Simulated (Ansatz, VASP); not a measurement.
One calculation of Pb, two programs

POSCAR

```
Pb
1.0
    3.4800006906      0.0000000000      0.0000000000
   -1.7400003453      3.0137690032      0.0000000000
    0.0000000000      0.0000000000      5.3105000000
Pb
2
Direct
    0.3333333333      0.6666666667      0.2500000000
    0.6666666667      0.3333333333      0.7500000000
```

INCAR.step1

```
ALGO = Normal
EDIFF = 1E-4
ENCUT = 520
GGA = PE
ISMEAR = 0
LASPH = T
LCHARG = F
LREAL = F
LWAVE = T
NBANDS = 21
NELM = 60
PREC = Accurate
SIGMA = 0.15
```

The input INCAR.step2:

```
ALGO = Normal
EDIFF = 1E-7
ENCUT = 520
ISIF = 2
ISMEAR = 0
ISTART = 1
LASPH = T
LCHARG = F
LMIXTAU = T
LREAL = F
LWAVE = F
METAGGA = R2SCAN
NBANDS = 21
NELM = 60
PREC = Accurate
SIGMA = 0.15
```

Contents of KPOINTS:

```
k-points
0
Gamma
  18 18 10
```

Input for Ansatz:

```yaml
crystal:
  lattice:
    - [3.4800006906, 0.0, 0.0]
    - [-1.7400003453, 3.0137690032, 0.0]
    - [0.0, 0.0, 5.3105]
  atoms:
    - { symbol: Pb, position: [0.3333333333, 0.6666666667, 0.25] }
    - { symbol: Pb, position: [0.6666666667, 0.3333333333, 0.75] }
basis:
  ecutwfc: 500
kpoints:
  mp_grid: { grid: [18, 18, 10] }
hamiltonian:
  xc: r2scan
scf:
  occupations: { method: gaussian, width: 0.15 }
output:
  forces: true
  stress: true
  eigenvalues: true
```

Change from the starting cell: strain +0.000 along x and y, -0.050 along z, atoms carried along.

Alike in both runs: task single point; functional r2SCAN; k mesh 18 × 18 × 10; occupations gaussian, width 0.15 eV; no spin polarisation.

|  | VASP | Ansatz |
| --- | --- | --- |
| version | VASP 6.6.1 | Ansatz 0.2.0 |
| potentials or method | VASP PAW PBE potentials, release 64 (Pb_d), cutoff 520 eV | scalar-relativistic, plane waves, PAW |
| valence electrons in the cell | 28 | 28 |

|  | VASP | Ansatz | Ansatz less VASP |
| --- | --- | --- | --- |
| gap on the k mesh at the Fermi level (eV) | none | none | - |
| pressure (GPa) | 6.3 | 6.2 | -0.03 |
| traceless stress, the component that is largest in VASP (GPa) | 2.56 | 2.55 | -0.009 |

VASP's potentials were made for PBE, not for r2SCAN. A gap of «none» marks a metal or a gap that the smearing closes.

Neither program's run includes spin-orbit coupling.
